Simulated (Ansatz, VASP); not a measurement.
## Pt in VASP and in Ansatz

Contents of POSCAR:

```
Pt
1.0
    2.6916489754      0.0000000000      0.0000000000
   -1.3458244877      2.3310363908      0.0000000000
    0.0000000000      0.0000000000      5.0317407000
Pt
2
Direct
    0.6666666667      0.3333333333      0.7500000000
    0.3333333333      0.6666666667      0.2500000000
```

File INCAR.step1:

```
ALGO = Normal
EDIFF = 1E-4
ENCUT = 520
GGA = PE
ISMEAR = 0
LASPH = T
LCHARG = F
LREAL = F
LWAVE = T
NBANDS = 17
NELM = 80
PREC = Accurate
SIGMA = 0.15
```

Contents of INCAR.step2:

```
ALGO = Normal
EDIFF = 1E-6
ENCUT = 520
ISIF = 2
ISMEAR = 0
ISTART = 1
LASPH = T
LCHARG = F
LMIXTAU = T
LREAL = F
LWAVE = F
METAGGA = R2SCAN
NBANDS = 17
NELM = 80
PREC = Accurate
SIGMA = 0.15
```

The input KPOINTS:

```
k-points
0
Gamma
  18 18 10
```

Input for Ansatz:

```yaml
crystal:
  lattice:
    - [2.6916489754, 0.0, 0.0]
    - [-1.3458244877, 2.3310363908, 0.0]
    - [0.0, 0.0, 5.0317407]
  atoms:
    - { symbol: Pt, position: [0.6666666667, 0.3333333333, 0.75] }
    - { symbol: Pt, position: [0.3333333333, 0.6666666667, 0.25] }
basis:
  ecutwfc: 500
kpoints:
  mp_grid: { grid: [18, 18, 10] }
hamiltonian:
  xc: r2scan
scf:
  occupations: { method: gaussian, width: 0.15 }
output:
  forces: true
  stress: true
  eigenvalues: true
```

Change from the starting cell: strain -0.025 along x and y, +0.050 along z, atoms carried along.

Alike in both runs: task single point; functional r2SCAN; k mesh 18 × 18 × 10; occupations gaussian, width 0.15 eV; no spin polarisation.

|  | VASP | Ansatz |
| --- | --- | --- |
| version | VASP 6.6.1 | Ansatz 0.2.0 |
| potentials or method | VASP PAW PBE potentials, release 64 (Pt), cutoff 520 eV | scalar-relativistic, plane waves, PAW |
| valence electrons in the cell | 20 | 36 |

|  | VASP | Ansatz | Ansatz less VASP |
| --- | --- | --- | --- |
| gap on the k mesh at the Fermi level (eV) | none | none | - |
| pressure (GPa) | -1.7 | -2.3 | -0.59 |
| traceless stress, the component that is largest in VASP (GPa) | -9.81 | -9.43 | +0.376 |

VASP's potentials were made for PBE, not for r2SCAN. A gap of «none» marks a metal or a gap that the smearing closes. The functional is the same, so the differences come from potentials, cutoffs and numerics. VASP's potentials hold 20 valence electrons a cell and Ansatz's 36, so a difference there can come from the potentials and not from the codes.

Neither program's run includes spin-orbit coupling.
